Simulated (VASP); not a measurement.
# Ta4H3 (P-42m) in VASP: relaxation of cell and atoms with PBE

Aim: the relaxation of cell and atoms of Ta4H3 with PBE.

Program: VASP 6.6.1. These are calculated values, not measurements. Logs are shortened: lines on timing, memory, paths and dates and some standing lists are left out, and cuts for length are marked.

## Step 1: The cell of the first run

The structure is tetragonal, space group P-42m (No. 111). Conventional cell: a = 4.827 Å, b = 4.827 Å, c = 3.474 Å, α = 90.00°, β = 90.00°, γ = 90.00°. Within 2.5 Å of Ta (site symmetry m) lie 3 H at 1.92 to 1.95 Å. H (site symmetry 222) has 4 Ta at 1.92 Å within 2.5 Å. H (site symmetry -42m) has 4 Ta at 1.95 Å within 2.6 Å.

## Step 2: Relaxation of cell and atoms, PBE (atoms taken out)

Input file INCAR:

```
ALGO = Normal
EDIFF = 1E-6
EDIFFG = -0.01
ENCUT = 600
GGA = PE
IBRION = 2
ISIF = 3
ISMEAR = 0
LASPH = T
LCHARG = F
LREAL = F
LWAVE = F
NELM = 60
NSW = 100
PREC = Accurate
SIGMA = 0.1
```

Input file KPOINTS:

```
k-points
0
Gamma
  6 6 10
```

Input file POSCAR:

```
Ta4H3
1.0
    4.8268663480      0.0000000000      0.0000000000
    0.0000000000      4.8268663480      0.0000000000
    0.0000000000      0.0000000000      3.4736564808
Ta H
4 3
Direct
    0.7562472474      0.7562472474      0.2464778730
    0.2437527526      0.2437527526      0.2464778730
    0.7562472474      0.2437527526      0.7535221270
    0.2437527526      0.7562472474      0.7535221270
    0.5000000000      0.0000000000      0.5000000000
    0.0000000000      0.5000000000      0.5000000000
    0.5000000000      0.5000000000      0.0000000000
```

Potentials or basis: VASP PAW PBE potentials, release 64 (Ta_pv, H).

Launch:

```
> cat potpaw_PBE.64/Ta_pv/POTCAR potpaw_PBE.64/H/POTCAR > POTCAR
> mpirun -np 1 vasp_std > vasp.out
```

OUTCAR:

```text
EDIFF = 1E-6
   EDIFFG = -0.01
   ENCUT = 600
   GGA = PE
   IBRION = 2
   ISIF = 3
   ISMEAR = 0
   LASPH = T
   LREAL = F
   NELM = 60
   NSW = 100
   PREC = Accurate

 ion  position               nearest neighbor table
   1  0.756  0.756  0.246-   5 1.92   6 1.92   7 1.95   4 2.91   3 2.91   4 2.94   3 2.94   3 3.01
                             4 3.01   4 3.04   3 3.04   2 3.33   2 3.41   2 3.41   2 3.50
   2  0.244  0.244  0.246-   5 1.92   6 1.92   7 1.95   4 2.91   3 2.91   4 2.94   3 2.94   4 3.01
                             3 3.01   3 3.04   4 3.04   1 3.33   1 3.41   1 3.41   1 3.50
   3  0.756  0.244  0.754-   5 1.92   6 1.92   7 1.95   2 2.91   1 2.91   1 2.94   2 2.94   1 3.01
                             2 3.01   1 3.04   2 3.04   4 3.33   4 3.41   4 3.41   4 3.50
   4  0.244  0.756  0.754-   5 1.92   6 1.92   7 1.95   2 2.91   1 2.91   1 2.94   2 2.94   1 3.01
                             2 3.01   1 3.04   2 3.04   3 3.33   3 3.41   3 3.41   3 3.50
   5  0.500  0.000  0.500-   1 1.92   2 1.92   3 1.92   4 1.92
   6  0.000  0.500  0.500-   1 1.92   2 1.92   3 1.92   4 1.92
   7  0.500  0.500  0.000-   1 1.95   2 1.95   3 1.95   4 1.95

  LATTYP: Found a simple tetragonal cell.
 ALAT       =     4.8268663480
 C/A-ratio  =     0.7196504379

  Lattice vectors:

 A1 = (   4.8268663480,   0.0000000000,   0.0000000000)
 A2 = (   0.0000000000,   4.8268663480,   0.0000000000)
 A3 = (   0.0000000000,   0.0000000000,   3.4736564808)

Analysis of symmetry for initial positions (statically):
=====================================================================
 Subroutine PRICEL returns:
 Original cell was already a primitive cell.

 Routine SETGRP: Setting up the symmetry group for a
 simple tetragonal supercell.

 Subroutine GETGRP returns: Found  8 space group operations
 (whereof  8 operations were pure point group operations)
 out of a pool of 16 trial point group operations.

The static configuration has the point symmetry D_2d.

Analysis of symmetry for dynamics (positions and initial velocities):
=====================================================================
 Subroutine PRICEL returns:
 Original cell was already a primitive cell.

 Routine SETGRP: Setting up the symmetry group for a
 simple tetragonal supercell.

 Subroutine GETGRP returns: Found  8 space group operations
 (whereof  8 operations were pure point group operations)
 out of a pool of 16 trial point group operations.

The dynamic configuration has the point symmetry D_2d.

 Subroutine INISYM returns: Found  8 space group operations
 (whereof  8 operations are pure point group operations),
 and found     1 'primitive' translations

----------------------------------------------------------------------------------------

                                     Primitive cell

  volume of cell :      80.9315

  direct lattice vectors                    reciprocal lattice vectors
     4.826866348  0.000000000  0.000000000     0.207173750  0.000000000  0.000000000
     0.000000000  4.826866348  0.000000000     0.000000000  0.207173750  0.000000000
     0.000000000  0.000000000  3.473656481     0.000000000  0.000000000  0.287881086

  length of vectors
     4.826866348  4.826866348  3.473656481     0.207173750  0.207173750  0.287881086

  position of ions in fractional coordinates (direct lattice)
     0.756247247  0.756247247  0.246477873
     0.243752753  0.243752753  0.246477873
     0.756247247  0.243752753  0.753522127
     0.243752753  0.756247247  0.753522127
     0.500000000  0.000000000  0.500000000
     0.000000000  0.500000000  0.500000000
     0.500000000  0.500000000  0.000000000

  ion indices of the primitive-cell ions
   primitive index   ion index
                 1           1
                 2           2
                 3           3
                 4           4
                 5           5
                 6           6
                 7           7

----------------------------------------------------------------------------------------

 KPOINTS: k-points

Automatic generation of k-mesh.
 Grid dimensions read from file:
 generate k-points for:    6    6   10

 Generating k-lattice:

  Cartesian coordinates                     Fractional coordinates (reciprocal lattice)
     0.034528958  0.000000000  0.000000000     0.166666667  0.000000000  0.000000000
     0.000000000  0.034528958  0.000000000     0.000000000  0.166666667  0.000000000
     0.000000000  0.000000000  0.028788109     0.000000000  0.000000000  0.100000000

  Length of vectors
     0.034528958  0.034528958  0.028788109

  Shift w.r.t. Gamma in fractional coordinates (k-lattice)
     0.000000000  0.000000000  0.000000000

 Subroutine IBZKPT returns following result:
 ===========================================

 Found     60 irreducible k-points:

 Following reciprocal coordinates:
            Coordinates               Weight
  0.000000  0.000000  0.000000      1.000000
  0.166667  0.000000  0.000000      4.000000
  0.333333  0.000000  0.000000      4.000000
  0.500000  0.000000  0.000000      2.000000
  0.166667  0.166667  0.000000      4.000000
  0.333333  0.166667  0.000000      8.000000
[... 16 lines left out ...]
  0.333333  0.000000  0.200000      8.000000
  0.500000  0.000000  0.200000      4.000000
 [... further k-points ...]
   k-points           NKPTS =     60   k-points in BZ     NKDIM =     60   number of bands    NBANDS=     28
   number of dos      NEDOS =    301   number of ions     NIONS =      7
   total plane-waves  NPLWV =  44800
   dimension x,y,z NGX =    40 NGY =   40 NGZ =   28
   dimension x,y,z NGXF=    80 NGYF=   80 NGZF=   56
   ions per type =               4   3
   NGX,Y,Z   is equivalent  to a cutoff of  13.78, 13.78, 13.40 a.u.
   NGXF,Y,Z  is equivalent  to a cutoff of  27.55, 27.55, 26.80 a.u.
 SYSTEM =  unknown system
   PREC   = accura    normal or accurate (medium, high low for compatibility)
   ISTART =      0    job   : 0-new  1-cont  2-samecut
   ICHARG =      2    charge: 1-file 2-atom 10-const
   ISPIN  =      1    spin polarized calculation?
   LNONCOLLINEAR =      F non collinear calculations
   LSORBIT =      F    spin-orbit coupling
   LASPH  =      T    aspherical Exc in radial PAW
   ENCUT  =  600.0 eV  44.10 Ry    6.64 a.u.   9.64  9.64  6.94*2*pi/ulx,y,z
   NELM   =     60;   NELMIN=  2; NELMDL= -5     # of ELM steps
   EDIFF  = 0.1E-05   stopping-criterion for ELM
   LREAL  =      F    real-space projection
   EDIFFG = -.1E-01   stopping-criterion for IOM
   NSW    =    100    number of steps for IOM
   IBRION =      2    ionic relax: 0-MD 1-quasi-New 2-CG
   NFREE  =      1    steps in history (QN), initial steepest desc. (CG)
   ISIF   =      3    stress and relaxation
   ISYM   =      2    0-nonsym 1-usesym 2-fastsym
   POTIM  = 0.5000    time-step for ionic-motion
   TEBEG  =    0.0;   TEEND  =   0.0 temperature during run
   PSTRESS=    0.0 pullay stress
   NELECT =      47.0000    total number of electrons
   NUPDOWN=      -1.0000    fix difference up-down
   EMIN   =  10.00;   EMAX   =-10.00  energy-range for DOS
   EFERMI =   0.00;   METHOD = LEGACY
   ISMEAR =     0;   SIGMA  =   0.10  broadening in eV -4-tet -1-fermi 0-gaus
   EFERMI_NEDOS =   21; number of points for ismear=-14 and -15
   IALGO  =     38    algorithm
   IMIX   =      4    mixing-type and parameters
     AMIX     =   0.40;   BMIX     =  1.00
     AMIX_MAG =   1.60;   BMIX_MAG =  1.00
  volume/ion in A,a.u.               =      11.56        78.02
  Fermi-wavevector in a.u.,A,eV,Ry     =   1.365846  2.581074 25.382138  1.865535
  Thomas-Fermi vector in A             =   2.492038
   LORBIT       =      0    0 simple, 1 ext, 2 COOP (PROOUT), +10 PAW based schemes
   GGA     = PE    functional components
   LHFCALC =     F    Hartree Fock is set to
   AEXX    =    0.0000 exact exchange contribution
   IVDW    =     0    specifies the selected vdW correction
   LEPSILON=     F    determine dielectric tensor
   LRPA    =     F    only Hartree local field effects (RPA)
 conjugate gradient relaxation of ions
 non-spin polarized calculation
 Gauss-broadening in eV      SIGMA  =   0.10
  energy-cutoff  :      600.00
  volume of cell :       80.93
 maximum number of plane-waves:      2726
 NGX is ok and might be reduce to    40
   NGX = 19   NGY = 19   NGZ = 13

--------------------------------------- Ionic step        1  -------------------------------------------

 number of electron      46.9999998 magnetization

 Free energy of the ion-electron system (eV)
  ---------------------------------------------------
  ext. energy  EPLUGINS =         0.00000000
  ---------------------------------------------------
  free energy    TOTEN  =       -58.59224405 eV

  energy without entropy =      -58.58269574  energy(sigma->0) =      -58.58746990

------------------------ aborting loop because EDIFF is reached ----------------------------------------

  FORCE on cell =-STRESS in cart. coord.  units (eV):
  Direction    XX          YY          ZZ          XY          YZ          ZX
  --------------------------------------------------------------------------------------
  -------------------------------------------------------------------------------------
  Total       -0.2106938     -0.2106938     -0.3033083      0.0000000      0.0000000      0.0000000
  in kB       -4.1710460     -4.1710460     -6.0045094      0.0000000      0.0000000      0.0000000
  external PRESSURE =      -4.7822004 kB  Pullay stress =       0.0000000 kB
[... 149 lines left out ...]
  energy  without entropy=      -58.5845779975  energy(sigma->0) =      -58.58945486

--------------------------------------- Ionic step        5  -------------------------------------------

 number of electron      47.0000001 magnetization

 Free energy of the ion-electron system (eV)
  ---------------------------------------------------
  ext. energy  EPLUGINS =         0.00000000
  ---------------------------------------------------
  free energy    TOTEN  =       -58.59440511 eV

  energy without entropy =      -58.58472227  energy(sigma->0) =      -58.58956369

 E-fermi :   5.5389     XC(G=0): -12.4081

 val. band max:        5.5340058757   @ k =   0.1667   0.0000   0.5000
 cond. band min:       5.5581401882   @ k =   0.3333   0.1667   0.0000
 fundamental gap:      0.0241343125
 Fermi energy:         5.5389240877

 k-point     1 :       0.0000    0.0000    0.0000
  band No.  band energies     occupation
      1     -29.2308      2.00000
      2     -29.1095      2.00000
      3     -28.8817      2.00000
      4     -28.8776      2.00000
      5     -28.8776      2.00000
      6     -28.5438      2.00000
[... 733 lines left out ...]
     27       8.2339      0.00000
     28       8.3296      0.00000

 [... further k-points ...]

------------------------ aborting loop because EDIFF is reached ----------------------------------------

  FORCE on cell =-STRESS in cart. coord.  units (eV):
  Direction    XX          YY          ZZ          XY          YZ          ZX
  --------------------------------------------------------------------------------------
  -------------------------------------------------------------------------------------
  Total        0.0111773      0.0111773     -0.0408402      0.0000000     -0.0000000      0.0000000
  in kB        0.2218252      0.2218252     -0.8105201      0.0000000     -0.0000000      0.0000000
  external PRESSURE =      -0.1222899 kB  Pullay stress =       0.0000000 kB
[... 22 lines left out ...]
  FREE ENERGIE OF THE ION-ELECTRON SYSTEM (eV)
  ---------------------------------------------------
  free  energy   TOTEN  =       -58.5944051094 eV

  energy  without entropy=      -58.5847222665  energy(sigma->0) =      -58.58956369

 reached required accuracy - stopping structural energy minimisation
```

Wall time 5 min (1 thread of Intel Xeon Platinum 8259CL at 2.50GHz (Skylake/Cascade Lake), shared host); peak memory 0.3 GiB.

What came out:

* Free energy: -58.5944 eV
* Relaxed volume: 11.53 Å³/atom
* Relaxed cell: a = 4.824 Å, b = 4.824 Å, c = 3.469 Å, α = 90.00°, β = 90.00°, γ = 90.00°
* Space group after relaxing (to 0.1 Å): P-42m (No. 111)
* Energy gained by relaxing: 0.3 meV/atom
* Ionic steps: 5
* Pressure after relaxing: 0.0 GPa
* Largest force after relaxing: 0.007 eV/Å
* Band gap on the k mesh: zero (an odd number of electrons rules out a gap without spin polarisation)

Forces on the atoms (eV/Å):
```
Ta   0.005  0.005  0.000
Ta  -0.005 -0.005  0.000
Ta   0.005 -0.005  0.000
Ta  -0.005  0.005  0.000
H    0.000  0.000  0.000
H    0.000  0.000  0.000
H    0.000  0.000  0.000
```

The path:
```
step  energy change (eV)  largest force (eV/Å)  pressure (GPa)  volume (Å³)
   1              0.0000                0.1430           -0.48        80.93
   2             -0.0018                0.0185            0.52        80.53
   3             -0.0020                0.0255            0.28        80.62
   4             -0.0021                0.0200           -0.20        80.80
   5             -0.0022                0.0067           -0.01        80.73
```

Final structure:
```
Ta H
1.0
     4.82438    0.00000    0.00000
     0.00000    4.82438    0.00000
     0.00000    0.00000    3.46859
Ta H
4 3
Cartesian
  3.6471 3.6471 0.8489
  1.1773 1.1773 0.8489
  3.6471 1.1773 2.6197
  1.1773 3.6471 2.6197
  2.4122 0.0000 1.7343
  0.0000 2.4122 1.7343
  2.4122 2.4122 0.0000
```

Levels at points of the mesh, in eV from the Fermi level:
| k point | band 20 | band 21 | band 22 | band 23 | band 24 | band 25 | band 26 | band 27 |
| --- | --- | --- | --- | --- | --- | --- | --- | --- |
| (0.00, 0.00, 0.00) | -0.96 | -0.58 | -0.07 | -0.07 | 0.37 | 2.54 | 2.89 | 3.01 |
| (0.50, 0.00, 0.00) | -1.49 | -0.89 | -0.41 | -0.09 | -0.02 | 0.59 | 0.89 | 2.11 |
| (0.50, 0.50, 0.00) | -1.19 | -0.54 | -0.54 | 0.07 | 0.40 | 0.43 | 0.58 | 0.58 |
| (0.00, 0.00, 0.50) | -1.68 | -1.62 | -1.51 | 0.30 | 0.30 | 0.63 | 0.63 | 2.29 |
| (0.50, 0.00, 0.50) | -1.85 | -1.34 | -1.26 | -1.19 | -1.14 | 2.23 | 2.35 | 2.44 |
| (0.50, 0.50, 0.50) | -1.88 | -1.05 | -1.05 | -0.96 | 0.49 | 2.55 | 2.58 | 2.58 |

Caveat: the cell differs from its parent crystal (atoms taken out); spin-orbit coupling is left out, which moves the levels of the heavy elements; an odd number of electrons without spin polarisation forces a metal; a magnetic or distorted state may lie lower.

The gap in the log of VASP goes by the Fermi energy; the results here count the filled bands.